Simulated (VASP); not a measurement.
# Zn2In2Cl5 (Cmmm) in VASP: further runs

Runs on Zn2In2Cl5. Level: PBE. Tasks: single point, relaxation of cell and atoms.

Everything below comes from runs of VASP 6.6.1. Logs are shortened: lines on timing, memory, paths and dates and some standing lists are left out, and cuts for length are marked.

## 1. The cell of the first run

Symmetry: Cmmm, No. 65, orthorhombic system. Conventional cell: a = 6.170 Å, b = 6.906 Å, c = 10.139 Å, α = 90.00°, β = 90.00°, γ = 90.00°. Zn (site symmetry 2mm) has 5 Cl at 1.90 to 2.19 Å and 1 Zn at 2.38 Å and 2 In at 2.38 Å within 2.5 Å. Within 2.6 Å of In (site symmetry mm2) lie 2 Cl at 1.96 Å and 2 Zn at 2.38 Å. Within 2.4 Å of Cl (site symmetry m) lie 2 Cl at 1.83 to 2.08 Å and 1 In at 1.96 Å and 2 Zn at 2.19 Å. Within 2.5 Å of Cl (site symmetry mmm) lie 2 Zn at 1.90 Å and 4 Cl at 2.08 Å.

The cell was generated, and may not be a known phase.

## 2. Single point, PBE

File INCAR:

```
SYSTEM = Zn2In2Cl5
PREC = Accurate ; ENCUT = 520
EDIFF = 1E-6 ; ISMEAR = 0
SIGMA = 0.1 ; LREAL = .False.
LASPH = .True. ; NELM = 80
ALGO = Normal ; ISIF = 2
LWAVE = .False. ; LCHARG = .False.
GGA = PE ; NBANDS = 52
```

File KPOINTS:

```
regular mesh
0
Gamma
  4 4 2
  0 0 0
```

File POSCAR:

```
Zn2In2Cl5
1.0
    3.0851829400     -3.4532059700      0.0000000000
    3.0851829400      3.4532059700      0.0000000000
    0.0000000000      0.0000000000     10.1388775000
Zn In Cl
2 2 5
Direct
    0.1924636600      0.1924636600      0.0000000000
    0.8075363400      0.8075363400      0.0000000000
    0.0000000000      0.0000000000      0.7968780600
    0.0000000000      0.0000000000      0.2031219400
    0.2300930000      0.7699070000      0.0903477200
    0.7699070000      0.2300930000      0.0903477200
    0.7699070000      0.2300930000      0.9096522800
    0.2300930000      0.7699070000      0.9096522800
    0.5000000000      0.5000000000      0.0000000000
```

Potentials or basis: VASP PAW PBE potentials, release 64 (Zn, In_d, Cl).

The run is started by

```sh
cat potpaw_PBE.64/Zn/POTCAR potpaw_PBE.64/In_d/POTCAR potpaw_PBE.64/Cl/POTCAR > POTCAR
mpirun -np 1 vasp_std > vasp.out
```

OUTCAR:

```text
SYSTEM = Zn2In2Cl5
   PREC = Accurate
   ENCUT = 520
   EDIFF = 1E-6
   ISMEAR = 0
   LREAL = .False.
   LASPH = .True.
   NELM = 80
   ISIF = 2
   GGA = PE

 ion  position               nearest neighbor table
   1  0.192  0.192  0.000-   9 1.90   6 2.19   7 2.19   8 2.19   5 2.19   2 2.38   4 2.38   3 2.38
                             6 2.81   7 2.81   5 2.81   8 2.81
   2  0.808  0.808  0.000-   9 1.90   6 2.19   7 2.19   8 2.19   5 2.19   1 2.38   4 2.38   3 2.38
                             6 2.81   7 2.81   5 2.81   8 2.81
   3  0.000  0.000  0.797-   7 1.96   8 1.96   1 2.38   2 2.38
   4  0.000  0.000  0.203-   5 1.96   6 1.96   1 2.38   2 2.38
   5  0.230  0.770  0.090-   8 1.83   4 1.96   9 2.08   2 2.19   1 2.19   2 2.81   1 2.81
   6  0.770  0.230  0.090-   7 1.83   4 1.96   9 2.08   2 2.19   1 2.19   2 2.81   1 2.81
   7  0.770  0.230  0.910-   6 1.83   3 1.96   9 2.08   2 2.19   1 2.19   2 2.81   1 2.81
   8  0.230  0.770  0.910-   5 1.83   3 1.96   9 2.08   2 2.19   1 2.19   2 2.81   1 2.81
   9  0.500  0.500  0.000-   1 1.90   2 1.90   5 2.08   6 2.08   7 2.08   8 2.08

  LATTYP: Found a base centered orthorhombic cell.
 ALAT       =     6.1703658800
 B/A-ratio  =     1.1192872634
 C/A-ratio  =     1.6431566129

  Lattice vectors:

 A1 = (   3.0851829400,  -3.4532059700,   0.0000000000)
 A2 = (   3.0851829400,   3.4532059700,   0.0000000000)
 A3 = (   0.0000000000,   0.0000000000,  10.1388775000)

Analysis of symmetry for initial positions (statically):
=====================================================================
 Subroutine PRICEL returns:
 Original cell was already a primitive cell.

 Routine SETGRP: Setting up the symmetry group for a
 base centered orthorhombic supercell.

 Subroutine GETGRP returns: Found  8 space group operations
 (whereof  8 operations were pure point group operations)
 out of a pool of  8 trial point group operations.

The static configuration has the point symmetry D_2h.

Analysis of symmetry for dynamics (positions and initial velocities):
=====================================================================
 Subroutine PRICEL returns:
 Original cell was already a primitive cell.

 Routine SETGRP: Setting up the symmetry group for a
 base centered orthorhombic supercell.

 Subroutine GETGRP returns: Found  8 space group operations
 (whereof  8 operations were pure point group operations)
 out of a pool of  8 trial point group operations.

The dynamic configuration has the point symmetry D_2h.

 Subroutine INISYM returns: Found  8 space group operations
 (whereof  8 operations are pure point group operations),
 and found     1 'primitive' translations

----------------------------------------------------------------------------------------

                                     Primitive cell

  volume of cell :     216.0346

  direct lattice vectors                    reciprocal lattice vectors
     3.085182940 -3.453205970  0.000000000     0.162064944 -0.144792985  0.000000000
     3.085182940  3.453205970  0.000000000     0.162064944  0.144792985  0.000000000
     0.000000000  0.000000000 10.138877500     0.000000000  0.000000000  0.098630248

  length of vectors
     4.630657107  4.630657107 10.138877500     0.217324767  0.217324767  0.098630248

  position of ions in fractional coordinates (direct lattice)
     0.192463660  0.192463660  0.000000000
     0.807536340  0.807536340  0.000000000
     0.000000000  0.000000000  0.796878060
     0.000000000  0.000000000  0.203121940
     0.230093000  0.769907000  0.090347720
     0.769907000  0.230093000  0.090347720
     0.769907000  0.230093000  0.909652280
     0.230093000  0.769907000  0.909652280
     0.500000000  0.500000000  0.000000000

  ion indices of the primitive-cell ions
   primitive index   ion index
                 1           1
                 2           2
                 3           3
                 4           4
                 5           5
                 6           6
                 7           7
                 8           8
                 9           9

----------------------------------------------------------------------------------------

 KPOINTS: regular mesh

Automatic generation of k-mesh.
 Grid dimensions read from file:
 generate k-points for:    4    4    2

 Generating k-lattice:

  Cartesian coordinates                     Fractional coordinates (reciprocal lattice)
     0.040516236 -0.036198246  0.000000000     0.250000000  0.000000000  0.000000000
     0.040516236  0.036198246  0.000000000     0.000000000  0.250000000  0.000000000
     0.000000000  0.000000000  0.049315124     0.000000000  0.000000000  0.500000000

  Length of vectors
     0.054331192  0.054331192  0.049315124

  Shift w.r.t. Gamma in fractional coordinates (k-lattice)
     0.000000000  0.000000000  0.000000000

 Subroutine IBZKPT returns following result:
 ===========================================

 Found     14 irreducible k-points:

 Following reciprocal coordinates:
            Coordinates               Weight
  0.000000  0.000000  0.000000      1.000000
  0.250000  0.000000  0.000000      4.000000
  0.500000  0.000000  0.000000      2.000000
  0.250000  0.250000  0.000000      2.000000
  0.500000  0.250000  0.000000      4.000000
 -0.250000  0.250000  0.000000      2.000000
  0.500000  0.500000  0.000000      1.000000
  0.000000  0.000000  0.500000      1.000000
  0.250000  0.000000  0.500000      4.000000
  0.500000  0.000000  0.500000      2.000000
  0.250000  0.250000  0.500000      2.000000
  0.500000  0.250000  0.500000      4.000000
 -0.250000  0.250000  0.500000      2.000000
  0.500000  0.500000  0.500000      1.000000
   k-points           NKPTS =     14   k-points in BZ     NKDIM =     14   number of bands    NBANDS=     52
   number of dos      NEDOS =    301   number of ions     NIONS =      9
   total plane-waves  NPLWV = 103680
   dimension x,y,z NGX =    36 NGY =   36 NGZ =   80
   dimension x,y,z NGXF=    72 NGYF=   72 NGZF=  160
   ions per type =               2   2   5
   NGX,Y,Z   is equivalent  to a cutoff of  12.92, 12.92, 13.12 a.u.
   NGXF,Y,Z  is equivalent  to a cutoff of  25.85, 25.85, 26.24 a.u.
 SYSTEM =  Zn2In2Cl5
   PREC   = accura    normal or accurate (medium, high low for compatibility)
   ISTART =      0    job   : 0-new  1-cont  2-samecut
   ICHARG =      2    charge: 1-file 2-atom 10-const
   ISPIN  =      1    spin polarized calculation?
   LNONCOLLINEAR =      F non collinear calculations
   LSORBIT =      F    spin-orbit coupling
   LASPH  =      T    aspherical Exc in radial PAW
   ENCUT  =  520.0 eV  38.22 Ry    6.18 a.u.   8.61  8.61 18.85*2*pi/ulx,y,z
   NELM   =     80;   NELMIN=  2; NELMDL= -5     # of ELM steps
   EDIFF  = 0.1E-05   stopping-criterion for ELM
   LREAL  =      F    real-space projection
   EDIFFG = 0.1E-04   stopping-criterion for IOM
   NSW    =      0    number of steps for IOM
   IBRION =     -1    ionic relax: 0-MD 1-quasi-New 2-CG
   NFREE  =      0    steps in history (QN), initial steepest desc. (CG)
   ISIF   =      2    stress and relaxation
   ISYM   =      2    0-nonsym 1-usesym 2-fastsym
   POTIM  = 0.5000    time-step for ionic-motion
   TEBEG  =    0.0;   TEEND  =   0.0 temperature during run
   PSTRESS=    0.0 pullay stress
   NELECT =      85.0000    total number of electrons
   NUPDOWN=      -1.0000    fix difference up-down
   EMIN   =  10.00;   EMAX   =-10.00  energy-range for DOS
   EFERMI =   0.00;   METHOD = LEGACY
   ISMEAR =     0;   SIGMA  =   0.10  broadening in eV -4-tet -1-fermi 0-gaus
   EFERMI_NEDOS =   21; number of points for ismear=-14 and -15
   IALGO  =     38    algorithm
   IMIX   =      4    mixing-type and parameters
     AMIX     =   0.40;   BMIX     =  1.00
     AMIX_MAG =   1.60;   BMIX_MAG =  1.00
  volume/ion in A,a.u.               =      24.00       161.99
  Fermi-wavevector in a.u.,A,eV,Ry     =   1.199610  2.266934 19.579654  1.439064
  Thomas-Fermi vector in A             =   2.335468
   LORBIT       =      0    0 simple, 1 ext, 2 COOP (PROOUT), +10 PAW based schemes
   GGA     = PE    functional components
   LHFCALC =     F    Hartree Fock is set to
   AEXX    =    0.0000 exact exchange contribution
   IVDW    =     0    specifies the selected vdW correction
   LEPSILON=     F    determine dielectric tensor
   LRPA    =     F    only Hartree local field effects (RPA)
 non-spin polarized calculation
 Gauss-broadening in eV      SIGMA  =   0.10
  energy-cutoff  :      520.00
  volume of cell :      216.03
 maximum number of plane-waves:      5854
 NGX is ok and might be reduce to    36
   NGX = 17   NGY = 17   NGZ = 37

 number of electron      84.9999977 magnetization

 Free energy of the ion-electron system (eV)
  ---------------------------------------------------
  ext. energy  EPLUGINS =         0.00000000
  ---------------------------------------------------
  free energy    TOTEN  =        27.35760129 eV

  energy without entropy =       27.36813962  energy(sigma->0) =       27.36287045

 E-fermi :   5.0197     XC(G=0):  -7.8235

 val. band max:        5.0120181522   @ k =   0.5000   0.5000   0.5000
 cond. band min:       5.0898301282   @ k =   0.2500   0.2500   0.5000
 fundamental gap:      0.0778119760
 Fermi energy:         5.0196598497

 k-point     1 :       0.0000    0.0000    0.0000
  band No.  band energies     occupation
      1     -21.4015      2.00000
      2     -19.8903      2.00000
      3     -15.8639      2.00000
      4     -15.6564      2.00000
      5     -15.3314      2.00000
      6     -12.9352      2.00000
[... 44 lines left out ...]
     51       9.3914      0.00000
     52       9.5894      0.00000

 k-point     2 :       0.2500    0.0000    0.0000
  band No.  band energies     occupation
      1     -21.2068      2.00000
      2     -20.0839      2.00000
      3     -15.9300      2.00000
      4     -15.6175      2.00000
      5     -15.3642      2.00000
      6     -12.7482      2.00000
[... 652 lines left out ...]
 k-point    14 :       0.5000    0.5000    0.5000
  band No.  band energies     occupation
      1     -20.7398      2.00000
      2     -20.2683      2.00000
      3     -16.6184      2.00000
      4     -15.6604      2.00000
      5     -15.3171      2.00000
      6     -12.9747      2.00000
[... 44 lines left out ...]
     51       9.0946      0.00000
     52       9.3647      0.00000

------------------------ aborting loop because EDIFF is reached ----------------------------------------

  FORCE on cell =-STRESS in cart. coord.  units (eV):
  Direction    XX          YY          ZZ          XY          YZ          ZX
  --------------------------------------------------------------------------------------
  -------------------------------------------------------------------------------------
  Total       67.6426203    158.3299731    129.4745651     -0.0000000      0.0000000      0.0000000
  in kB      501.6579846   1174.2226264    960.2222556     -0.0000000      0.0000000      0.0000000
  external PRESSURE =     878.7009555 kB  Pullay stress =       0.0000000 kB

 VOLUME and BASIS-vectors are now :
 -----------------------------------------------------------------------------
  energy-cutoff  :      520.00
  volume of cell :      216.03
      direct lattice vectors                 reciprocal lattice vectors
     3.085182940 -3.453205970  0.000000000     0.162064944 -0.144792985  0.000000000
     3.085182940  3.453205970  0.000000000     0.162064944  0.144792985  0.000000000
     0.000000000  0.000000000 10.138877500     0.000000000  0.000000000  0.098630248

 POSITION                                       TOTAL-FORCE (eV/Angst)
 -----------------------------------------------------------------------------------
      1.18757      0.00000      0.00000         2.190197      0.000000      0.000000
      4.98279      0.00000      0.00000        -2.190197      0.000000      0.000000
      0.00000      0.00000      8.07945         0.000000      0.000000    -21.361344
      0.00000      0.00000      2.05943         0.000000      0.000000     21.361344
      3.08518      1.86409      0.91602         0.000000     -8.900309     11.378484
      3.08518     -1.86409      0.91602         0.000000      8.900309     11.378484
      3.08518     -1.86409      9.22285         0.000000      8.900309    -11.378484
      3.08518      1.86409      9.22285         0.000000     -8.900309    -11.378484
      3.08518      0.00000      0.00000         0.000000      0.000000      0.000000
 -----------------------------------------------------------------------------------
    total drift:                                0.000000      0.000000      0.000000

  FREE ENERGIE OF THE ION-ELECTRON SYSTEM (eV)
  ---------------------------------------------------
  free  energy   TOTEN  =        27.3576012882 eV

  energy  without entropy=       27.3681396202  energy(sigma->0) =       27.36287045
```

Wall time 1.9 min (1 thread of Intel Xeon 6975P-C (Granite Rapids), shared host); peak memory 0.38 GiB.

What came out:

| Item | Value |
| --- | --- |
| Free energy | 27.3576 eV |
| Pressure | 87.9 GPa |
| Largest force | 21.361 eV/Å |
| Band gap on the k mesh | zero (an odd number of electrons rules out a gap without spin polarisation) |

Forces on the atoms (eV/Å):
```
Zn    2.190   0.000   0.000
Zn   -2.190   0.000   0.000
In    0.000   0.000 -21.361
In    0.000   0.000  21.361
Cl    0.000  -8.900  11.378
Cl    0.000   8.900  11.378
Cl    0.000   8.900 -11.378
Cl    0.000  -8.900 -11.378
Cl    0.000   0.000   0.000
```

Caveat: the stress differs along the axes, from 50 to 117 GPa; spin-orbit coupling is left out, which moves the levels of the heavy elements; an odd number of electrons without spin polarisation forces a metal; a magnetic or distorted state may lie lower.

## 3. Single point, PBE

This run uses another cell than the first one, of 49.12 Å³/atom.

File INCAR:

```
SYSTEM = Zn2In2Cl5
PREC = Accurate ; ENCUT = 520
EDIFF = 1E-6 ; ISMEAR = 0
SIGMA = 0.1 ; LREAL = .False.
LASPH = .True. ; NELM = 100
ALGO = Normal ; ISIF = 2
LWAVE = .False. ; LCHARG = .True.
GGA = PE ; LELF = .True.
LVHAR = .True. ; NBANDS = 52
```

File KPOINTS:

```
Automatic mesh
0
Gamma
  4 4 2
  0 0 0
```

File POSCAR:

```
Zn2In2Cl5
1.0
    3.5285596131     -5.1202858121      0.0000000000
    3.5285596131      5.1202858121      0.0000000000
    0.0000000000      0.0000000000     12.2332573428
Zn In Cl
2 2 5
Direct
    0.1753107789      0.1753107789      0.0000000000
    0.8246892211      0.8246892211      0.0000000000
    0.0000000000      0.0000000000      0.6889068380
    0.0000000000      0.0000000000      0.3110931620
    0.1668104503      0.8331895497      0.1430217707
    0.8331895497      0.1668104503      0.1430217707
    0.8331895497      0.1668104503      0.8569782293
    0.1668104503      0.8331895497      0.8569782293
    0.5000000000      0.5000000000      0.0000000000
```

Potentials or basis: VASP PAW PBE potentials, release 64 (Zn, In_d, Cl).

The run is started by

```sh
cat potpaw_PBE.64/Zn/POTCAR potpaw_PBE.64/In_d/POTCAR potpaw_PBE.64/Cl/POTCAR > POTCAR
mpirun -np 1 vasp_std > vasp.out
```

It took 4.4 min on 1 thread of Intel Xeon 6975P-C (Granite Rapids), shared host; peak memory 0.66 GiB.

It converged, with:

```
Free energy            : -21.8009 eV
Pressure               : 0.1 GPa
Largest force          : 0.012 eV/Å
Band gap on the k mesh : zero (an odd number of electrons rules out a gap without spin polarisation)
```

Forces in eV/Å, atoms in the order of the input:
```
Zn  -0.012  0.000  0.000
Zn   0.012  0.000  0.000
In   0.000  0.000 -0.001
In   0.000  0.000  0.001
Cl   0.000  0.002 -0.006
Cl   0.000 -0.002 -0.006
Cl   0.000 -0.002  0.006
Cl   0.000  0.002  0.006
Cl   0.000  0.000  0.000
```

Stress tensor (GPa, compression positive):
```
-0.02  0.00  0.00
 0.00  0.37  0.00
 0.00  0.00  0.00
```

Levels at points of the mesh, in eV from the Fermi level:
| k point | band 41 | band 42 | band 43 | band 44 | band 45 | band 46 |
| --- | --- | --- | --- | --- | --- | --- |
| (0.00, 0.00, 0.00) | -2.86 | -1.91 | -0.29 | 1.60 | 1.93 | 2.11 |
| (0.50, 0.00, 0.00) | -2.66 | -1.88 | 0.47 | 0.49 | 1.05 | 1.55 |
| (0.50, 0.50, 0.00) | -2.68 | -1.85 | -0.03 | 1.30 | 1.51 | 1.75 |
| (0.00, 0.00, 0.50) | -2.43 | -2.37 | -0.26 | 1.63 | 1.91 | 2.44 |
| (0.50, 0.00, 0.50) | -2.32 | -2.24 | 0.49 | 0.49 | 1.07 | 1.50 |
| (0.50, 0.50, 0.50) | -2.29 | -2.25 | -0.03 | 1.37 | 1.65 | 1.78 |

Caveat: spin-orbit coupling is left out, which moves the levels of the heavy elements; an odd number of electrons without spin polarisation forces a metal; a magnetic or distorted state may lie lower.

[end of part 1 of 2]

The gap in the log of VASP goes by the Fermi energy; the results here count the filled bands.